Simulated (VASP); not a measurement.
# C (Cmme) in VASP: notebook

Runs on C. Level: PBE. Tasks: single point.

All numbers are computed with VASP 6.6.1; they aren't measurements. Logs are shortened: lines on timing, memory, paths and dates and some standing lists are left out, and cuts for length are marked.

## (1) The cell of the first run

It takes space group Cmme (No. 67, orthorhombic). The conventional cell has a = 2.467 Å, b = 4.272 Å, c = 8.707 Å, α = 90.00°, β = 90.00°, γ = 90.00°. Within 1.9 Å of C (site symmetry m) lie 3 C at 1.42 Å.

## (2) Single point, PBE (atoms displaced along a vibrational mode)

INCAR reads:

```
SYSTEM = C
PREC     = Accurate       ! precision mode
ENCUT    = 520            ! plane-wave cutoff, eV
EDIFF    = 1E-7           ! SCF threshold, eV
ISMEAR   = 0              ! smearing method
SIGMA    = 0.15           ! smearing width, eV
LREAL    = .False.        ! projectors in reciprocal space
LASPH    = .True.         ! aspherical terms in the spheres
NELM     = 80             ! most SCF steps
ALGO     = Normal         ! electronic algorithm
ISIF     = 2              ! what is computed and relaxed
LWAVE    = .False.        ! write WAVECAR
LCHARG   = .False.        ! write CHGCAR
GGA      = PE             ! functional
NBANDS   = 16             ! bands
```

KPOINTS reads:

```
Automatic mesh
0
Gamma
  18 18 6
  0 0 0
```

POSCAR reads:

```
C
1.0
    1.2332770792     -2.1360444277      0.0000000000
    1.2332770792      2.1360444277      0.0000000000
    0.0000000000      0.0000000000      8.7070252276
C
4
Direct
    0.0833330826      0.9166669174      0.7993463991
    0.5833330826      0.4166669174      0.2006536009
    0.9166669174      0.0833330826      0.2006536009
    0.4166669174      0.5833330826      0.7993463991
```

Potentials or basis: VASP PAW PBE potentials, release 64 (C).

Command:

```console
$ cat potpaw_PBE.64/C/POTCAR > POTCAR
$ mpirun -np 1 vasp_std > vasp.out
```

OUTCAR:

```text
SYSTEM = C
   PREC = Accurate
   ENCUT = 520
   EDIFF = 1E-7
   ISMEAR = 0
   LREAL = .False.
   LASPH = .True.
   NELM = 80
   ISIF = 2
   GGA = PE

 ion  position               nearest neighbor table
   1  0.083  0.917  0.799-   4 1.42   4 1.42   4 1.42
   2  0.583  0.417  0.201-   3 1.42   3 1.42   3 1.42
   3  0.917  0.083  0.201-   2 1.42   2 1.42   2 1.42
   4  0.417  0.583  0.799-   1 1.42   1 1.42   1 1.42

  LATTYP: Found a base centered orthorhombic cell.
 ALAT       =     2.4665541584
 B/A-ratio  =     1.7320069137
 C/A-ratio  =     3.5300361024

  Lattice vectors:

 A1 = (   1.2332770792,  -2.1360444277,   0.0000000000)
 A2 = (   1.2332770792,   2.1360444277,   0.0000000000)
 A3 = (   0.0000000000,   0.0000000000,   8.7070252276)

Analysis of symmetry for initial positions (statically):
=====================================================================
 Subroutine PRICEL returns:
 Original cell was already a primitive cell.

 Routine SETGRP: Setting up the symmetry group for a
 base centered orthorhombic supercell.

 Subroutine GETGRP returns: Found  8 space group operations
 (whereof  4 operations were pure point group operations)
 out of a pool of  8 trial point group operations.

The static configuration has the point symmetry C_2h.
 The point group associated with its full space group is D_2h.

Analysis of symmetry for dynamics (positions and initial velocities):
=====================================================================
 Subroutine PRICEL returns:
 Original cell was already a primitive cell.

 Routine SETGRP: Setting up the symmetry group for a
 base centered orthorhombic supercell.

 Subroutine GETGRP returns: Found  8 space group operations
 (whereof  4 operations were pure point group operations)
 out of a pool of  8 trial point group operations.

The dynamic configuration has the point symmetry C_2h.
 The point group associated with its full space group is D_2h.

 Subroutine INISYM returns: Found  8 space group operations
 (whereof  4 operations are pure point group operations),
 and found     1 'primitive' translations

----------------------------------------------------------------------------------------

                                     Primitive cell

  volume of cell :      45.8744

[... 91 lines left out ...]
   NELM   =     80;   NELMIN=  2; NELMDL= -5     # of ELM steps
   EDIFF  = 0.1E-06   stopping-criterion for ELM
   LREAL  =      F    real-space projection
   EDIFFG = 0.1E-05   stopping-criterion for IOM
   NSW    =      0    number of steps for IOM
   IBRION =     -1    ionic relax: 0-MD 1-quasi-New 2-CG
   NFREE  =      0    steps in history (QN), initial steepest desc. (CG)
   ISIF   =      2    stress and relaxation
   ISYM   =      2    0-nonsym 1-usesym 2-fastsym
   POTIM  = 0.5000    time-step for ionic-motion
   TEBEG  =    0.0;   TEEND  =   0.0 temperature during run
   PSTRESS=    0.0 pullay stress
   NELECT =      16.0000    total number of electrons
   NUPDOWN=      -1.0000    fix difference up-down
   EMIN   =  10.00;   EMAX   =-10.00  energy-range for DOS
   EFERMI =   0.00;   METHOD = LEGACY
   ISMEAR =     0;   SIGMA  =   0.15  broadening in eV -4-tet -1-fermi 0-gaus
   EFERMI_NEDOS =   21; number of points for ismear=-14 and -15
   IALGO  =     38    algorithm
   IMIX   =      4    mixing-type and parameters
     AMIX     =   0.40;   BMIX     =  1.00
     AMIX_MAG =   1.60;   BMIX_MAG =  1.00
  volume/ion in A,a.u.               =      11.47        77.39
  Fermi-wavevector in a.u.,A,eV,Ry     =   1.152368  2.177660 18.067889  1.327952
  Thomas-Fermi vector in A             =   2.289020
   LORBIT       =      0    0 simple, 1 ext, 2 COOP (PROOUT), +10 PAW based schemes
   GGA     = PE    functional components
   LHFCALC =     F    Hartree Fock is set to
   AEXX    =    0.0000 exact exchange contribution
   IVDW    =     0    specifies the selected vdW correction
   LEPSILON=     F    determine dielectric tensor
   LRPA    =     F    only Hartree local field effects (RPA)
 non-spin polarized calculation
 Gauss-broadening in eV      SIGMA  =   0.15
  energy-cutoff  :      520.00
  volume of cell :       45.87
 maximum number of plane-waves:      1260
   NGX =  9   NGY =  9   NGZ = 33

 number of electron      15.9999997 magnetization

 Free energy of the ion-electron system (eV)
  ---------------------------------------------------
  ext. energy  EPLUGINS =         0.00000000
  ---------------------------------------------------
  free energy    TOTEN  =       -36.88564758 eV

  energy without entropy =      -36.88485874  energy(sigma->0) =      -36.88525316

 E-fermi :   2.6327     XC(G=0):  -8.5458

 val. band max:        2.5478871994   @ k =   0.3333   0.3333   0.5000
 cond. band min:       2.7167876067   @ k =   0.3333   0.3333   0.5000
 fundamental gap:      0.1689004073
 Fermi energy:         2.6326872754

 k-point     1 :       0.0000    0.0000    0.0000
  band No.  band energies     occupation
      1     -16.9277      2.00000
      2     -16.8167      2.00000
      3      -5.3820      2.00000
      4      -4.5366      2.00000
      5      -0.4044      2.00000
      6      -0.4006      2.00000
[... 433 lines left out ...]
      3      -4.2472      2.00000
      4      -3.4390      2.00000
      5      -3.4126      2.00000
      6      -3.3903      2.00000
[... 8 lines left out ...]
     15      12.4188      0.00000
     16      13.9606      0.00000

 [... further k-points ...]

------------------------ aborting loop because EDIFF is reached ----------------------------------------

  FORCE on cell =-STRESS in cart. coord.  units (eV):
  Direction    XX          YY          ZZ          XY          YZ          ZX
  --------------------------------------------------------------------------------------
  -------------------------------------------------------------------------------------
  Total        0.1415606      0.1095082      0.2311274      0.0000000     -0.0000000      0.0000000
  in kB        4.9440441      3.8246041      8.0721884      0.0000000     -0.0000000      0.0000000
  external PRESSURE =       5.6136122 kB  Pullay stress =       0.0000000 kB

 VOLUME and BASIS-vectors are now :
 -----------------------------------------------------------------------------
  energy-cutoff  :      520.00
  volume of cell :       45.87
      direct lattice vectors                 reciprocal lattice vectors
     1.233277079 -2.136044428  0.000000000     0.405423897 -0.234077528  0.000000000
     1.233277079  2.136044428  0.000000000     0.405423897  0.234077528  0.000000000
     0.000000000  0.000000000  8.707025228     0.000000000  0.000000000  0.114849788

 POSITION                                       TOTAL-FORCE (eV/Angst)
 -----------------------------------------------------------------------------------
      1.23328      1.78004      6.95993         0.000000      0.001394     -0.038078
      1.23328     -0.35601      1.74710         0.000000      0.001394      0.038078
      1.23328     -1.78004      1.74710         0.000000     -0.001394      0.038078
      1.23328      0.35601      6.95993         0.000000     -0.001394     -0.038078
 -----------------------------------------------------------------------------------
    total drift:                               -0.000000      0.000000     -0.000000

  FREE ENERGIE OF THE ION-ELECTRON SYSTEM (eV)
  ---------------------------------------------------
  free  energy   TOTEN  =       -36.8856475811 eV

  energy  without entropy=      -36.8848587388  energy(sigma->0) =      -36.88525316
```

OSZICAR:

```text
N       E                     dE             d eps       ncg     rms          rms(c)
DAV:   1     0.463161308073E+02    0.46316E+02   -0.76245E+03 11664   0.891E+02
DAV:   2    -0.356327641242E+02   -0.81949E+02   -0.73908E+02 16336   0.193E+02
DAV:   3    -0.392995973025E+02   -0.36668E+01   -0.36410E+01 15280   0.395E+01
DAV:   4    -0.393432682857E+02   -0.43671E-01   -0.43636E-01 15272   0.513E+00
DAV:   5    -0.393441795731E+02   -0.91129E-03   -0.91117E-03 15008   0.710E-01    0.892E+00
DAV:   6    -0.375165145156E+02    0.18277E+01   -0.13315E+00 14160   0.688E+00    0.522E+00
DAV:   7    -0.368783222564E+02    0.63819E+00   -0.17022E+00 14912   0.786E+00    0.142E+00
DAV:   8    -0.368856883202E+02   -0.73661E-02   -0.75456E-02 14640   0.162E+00    0.234E-01
DAV:   9    -0.368853851654E+02    0.30315E-03   -0.20427E-03 14856   0.310E-01    0.132E-01
DAV:  10    -0.368857323213E+02   -0.34716E-03   -0.11804E-03 13056   0.211E-01    0.464E-02
DAV:  11    -0.368856499339E+02    0.82387E-04   -0.13393E-04 15064   0.880E-02    0.167E-02
DAV:  12    -0.368856484707E+02    0.14633E-05   -0.15309E-05 14200   0.310E-02    0.693E-03
DAV:  13    -0.368856475425E+02    0.92815E-06   -0.19212E-06 14664   0.105E-02    0.201E-03
DAV:  14    -0.368856473922E+02    0.15033E-06   -0.23807E-07 15808   0.317E-03    0.232E-03
DAV:  15    -0.368856475199E+02   -0.12769E-06   -0.13235E-08 11872   0.869E-04    0.552E-04
DAV:  16    -0.368856475811E+02   -0.61224E-07   -0.49028E-09 10216   0.566E-04
   1 F= -.36885648E+02 E0= -.36885253E+02  d E =-.788842E-03
```

Run time: 1.8 min. Hardware: 1 thread of Intel Xeon 6975P-C (Granite Rapids), shared host; peak memory 0.3 GiB.

Results:

```
Free energy   : -36.8856 eV
Pressure      : 0.6 GPa
Largest force : 0.038 eV/Å
```

Forces on the atoms (eV/Å):
```
C    0.000  0.001 -0.038
C    0.000  0.001  0.038
C    0.000 -0.001  0.038
C    0.000 -0.001 -0.038
```

Caveat: the cell differs from its parent crystal (atoms displaced along a vibrational mode); this functional lacks dispersion, which binds the layers, so the pressure and a relaxed spacing across them are unreliable.

## (3) Single point, PBE

INCAR reads:

```
ALGO     = Normal         # electronic algorithm
EDIFF    = 1E-6           # SCF threshold, eV
ENCUT    = 520            # plane-wave cutoff, eV
GGA      = PE             # functional
ISIF     = 2              # what is computed and relaxed
ISMEAR   = 0              # smearing method
LASPH    = True           # aspherical terms in the spheres
LCHARG   = False          # write CHGCAR
LREAL    = False          # projectors in reciprocal space
LWAVE    = False          # write WAVECAR
NBANDS   = 16             # bands
NELM     = 100            # most SCF steps
PREC     = Accurate       # precision mode
SIGMA    = 0.15           # smearing width, eV
```

KPOINTS reads:

```
k-points
0
Gamma
  18 18 6
```

POSCAR reads:

```
C
1.0
    1.2332770792     -2.1360444277      0.0000000000
    1.2332770792      2.1360444277      0.0000000000
    0.0000000000      0.0000000000      8.7070252276
C
4
Direct
    0.0833329114      0.9166670886      0.7404973678
    0.5833329114      0.4166670886      0.2595026322
    0.9166670886      0.0833329114      0.2595026322
    0.4166670886      0.5833329114      0.7404973678
```

Potentials or basis: VASP PAW PBE potentials, release 64 (C).

Command:

```console
$ cat potpaw_PBE.64/C/POTCAR > POTCAR
$ mpirun -np 1 vasp_std > vasp.out
```

It took 1.9 min on 1 thread of Intel Xeon 6975P-C (Granite Rapids), shared host; peak memory 0.3 GiB.

Results (log left out):

```
Free energy : -36.9048 eV
Pressure    : 0.3 GPa
```

Forces on the atoms (eV/Å):
```
C    0.000  0.000  0.002
C    0.000  0.000 -0.002
C    0.000  0.000 -0.002
C    0.000  0.000  0.002
```

Stress tensor (GPa, compression positive):
```
 0.54  0.00  0.00
 0.00  0.54  0.00
 0.00  0.00 -0.04
```

Caveat: this functional lacks dispersion, which binds the layers, so the pressure and a relaxed spacing across them are unreliable.

## (4) Single point, PBE

INCAR reads:

```
SYSTEM = C
ALGO = Normal
EDIFF = 1E-6
ENCUT = 520
GGA = PE
ISIF = 2
ISMEAR = 0
LASPH = .TRUE.
LCHARG = .FALSE.
LREAL = .FALSE.
LWAVE = .FALSE.
NBANDS = 16
NELM = 60
PREC = Accurate
SIGMA = 0.15
```

KPOINTS reads:

```
k-points
0
G
  18 18 6
  0 0 0
```

POSCAR reads:

```
C
1.0
    1.2332770792     -2.1360444277      0.0000000000
    1.2332770792      2.1360444277      0.0000000000
    0.0000000000      0.0000000000      8.7070252276
C
4
Direct
    0.0833329970      0.9166670030      0.7699218835
    0.5833329970      0.4166670030      0.2300781165
    0.9166670030      0.0833329970      0.2300781165
    0.4166670030      0.5833329970      0.7699218835
```

Command:

```console
$ cat potpaw_PBE.64/C/POTCAR > POTCAR
$ mpirun -np 1 vasp_std > vasp.out
```

Wall time 99 s (1 thread of Intel Xeon 6975P-C (Granite Rapids), shared host); peak memory 0.3 GiB.

Results (log left out):

```
Free energy   : -36.9034 eV
Pressure      : 0.4 GPa
Largest force : 0.005 eV/Å
```

Forces on the atoms (eV/Å):
```
C    0.000  0.000 -0.005
C    0.000  0.000  0.005
C    0.000  0.000  0.005
C    0.000  0.000 -0.005
```

Stress tensor (GPa, compression positive):
```
0.54 0.00 0.00
0.00 0.53 0.00
0.00 0.00 0.02
```

Caveat: this functional lacks dispersion, which binds the layers, so the pressure and a relaxed spacing across them are unreliable.

## (5) Single point, PBE (atoms displaced along a vibrational mode)

INCAR reads:

```
SYSTEM = C
  PREC = Accurate
  ENCUT = 520
  EDIFF = 1E-6
  ISMEAR = 0
  SIGMA = 0.15
  LREAL = .False.
  LASPH = .True.
  NELM = 80
  ALGO = Normal
  ISIF = 2
  LWAVE = .False.
  LCHARG = .False.
  GGA = PE
  NBANDS = 16
```

KPOINTS reads:

```
Automatic mesh
0
Gamma
  18 18 6
  0 0 0
```

POSCAR reads:

```
C
1.0
    1.2332770792     -2.1360444277      0.0000000000
    1.2332770792      2.1360444277      0.0000000000
    0.0000000000      0.0000000000      8.7070252276
C
4
Direct
    0.0833328257      0.9166671743      0.7110728522
    0.5833328257      0.4166671743      0.2889271478
    0.9166671743      0.0833328257      0.2889271478
    0.4166671743      0.5833328257      0.7110728522
```

Command:

```console
$ cat potpaw_PBE.64/C/POTCAR > POTCAR
$ mpirun -np 1 vasp_std > vasp.out
```

Run time: 81 s. Hardware: 1 thread of Intel Xeon 6975P-C (Granite Rapids), shared host; peak memory 0.29 GiB.

The run converged. Its results:

```
Free energy   : -36.8958 eV
Pressure      : 0.4 GPa
Largest force : 0.020 eV/Å
```

Forces in eV/Å, atoms in the order of the input:
```
C    0.000  0.000  0.020
C    0.000  0.000 -0.020
C    0.000  0.000 -0.020
C    0.000  0.000  0.020
```

Stress tensor (GPa, compression positive):
```
0.51 0.00 0.00
0.00 0.45 0.00
0.00 0.00 0.35
```

Caveat: the cell differs from its parent crystal (atoms displaced along a vibrational mode); this functional lacks dispersion, which binds the layers, so the pressure and a relaxed spacing across them are unreliable.

## (6) The runs side by side

```tsv
cell	pressure (GPa)	largest force (eV/Å)
as given, atomic positions A	0.6	0.04
as given, atomic positions B	0.3	-
as given, atomic positions C	0.4	0.01
as given, atomic positions D	0.4	0.02
```

Alike in all rows: task single point; level PBE; potentials or basis VASP PAW PBE potentials, release 64 (C); no spin polarisation; k mesh 18 × 18 × 6; cutoff (eV) 520; smearing gaussian 0.15 eV.

Caveats: this functional lacks dispersion, which binds the layers, so the pressure and a relaxed spacing across them are unreliable.

Absolute energies hang on the potentials; compare differences alone.
